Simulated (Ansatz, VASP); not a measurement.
**Two plane-wave programs on PbI3**

```
Pb I
1.0
     5.36896    0.00000    0.00000
     0.00000    5.36896    0.00000
     0.00000    0.00000    5.36896
Pb I
1 3
Cartesian
  0.0000 0.0000 0.0000
  0.0000 2.6845 2.6845
  2.6845 0.0000 2.6845
  2.6845 2.6845 0.0000
```

Alike in both runs: task single point; functional PBE; k mesh 4 × 4 × 4; occupations gaussian, width 0.1 eV; no spin polarisation.

```csv
,VASP,Ansatz
version,VASP 6.6.1,Ansatz 0.2.0
potentials or method,"VASP PAW PBE potentials, release 64 (Pb_d, I), cutoff 520 eV","scalar-relativistic, plane waves, PAW"
valence electrons in the cell,35,65
```

```tsv
	VASP	Ansatz	Ansatz less VASP
gap on the k mesh at the Fermi level (eV)	none	none	-
pressure (GPa)	-1.3	-1.3	+0.03
```

A gap of «none» marks a metal or a gap that the smearing closes. The functional is the same, so the differences come from potentials, cutoffs and numerics. VASP's potentials hold 35 valence electrons a cell and Ansatz's 65, so a difference there can come from the potentials and not from the codes.

Spin-orbit coupling is off throughout.
